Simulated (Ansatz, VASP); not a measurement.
Be: VASP beside Ansatz

The input INCAR:

```
  PREC = Accurate
  ENCUT = 520
  EDIFF = 1E-7
  ISMEAR = -1
  SIGMA = 0.1
  LREAL = False
  LASPH = True
  NELM = 100
  ALGO = Normal
  ISIF = 2
  LWAVE = False
  LCHARG = False
  GGA = PE
  NBANDS = 9
```

KPOINTS

```
regular mesh
0
Gamma
  15 15 15
```

POSCAR

```
Be
1.0
    0.0000000000      2.1536797035      2.1536797035
    2.1536797035      0.0000000000      2.1536797035
    2.1536797035      2.1536797035      0.0000000000
Be
2
Direct
   -0.1250000000     -0.1250000000     -0.1250000000
    0.1250000000      0.1250000000      0.1250000000
```

Input for Ansatz:

```yaml
crystal:
  lattice:
    - [0.0, 2.1536797035, 2.1536797035]
    - [2.1536797035, 0.0, 2.1536797035]
    - [2.1536797035, 2.1536797035, 0.0]
  atoms:
    - { symbol: Be, position: [-0.125, -0.125, -0.125] }
    - { symbol: Be, position: [0.125, 0.125, 0.125] }
kpoints:
  mp_grid: { grid: [15, 15, 15] }
scf:
  occupations: { method: fermi_dirac, width: 0.1 }
hamiltonian:
  xc: pbe
  pseudopotentials: { kind: all_electron, lapw: { basis_error: 0.001 } }
output:
  forces: true
  stress: true
  eigenvalues: true
  populations: true
```

Change from the starting cell: volume scaled by 0.68, LAPW.

Alike in both runs: task single point; functional PBE; k mesh 15 × 15 × 15; occupations fermi-dirac, width 0.1 eV; no spin polarisation.

|  | VASP | Ansatz |
| --- | --- | --- |
| version | VASP 6.6.1 | Ansatz 0.2.0 |
| potentials or method | VASP PAW PBE potentials, release 64 (Be), cutoff 520 eV | all-electron LAPW, scalar-relativistic |

Ansatz gave:

```
pressure (GPa) : 32.4
```

**Question.** Estimate VASP's values.

**Answer.** Pressure (GPa): 32.5.

Both programs put the cell under a high pressure, so it lies far from rest at this level. Ansatz ran all-electron here, and VASP with PAW potentials.
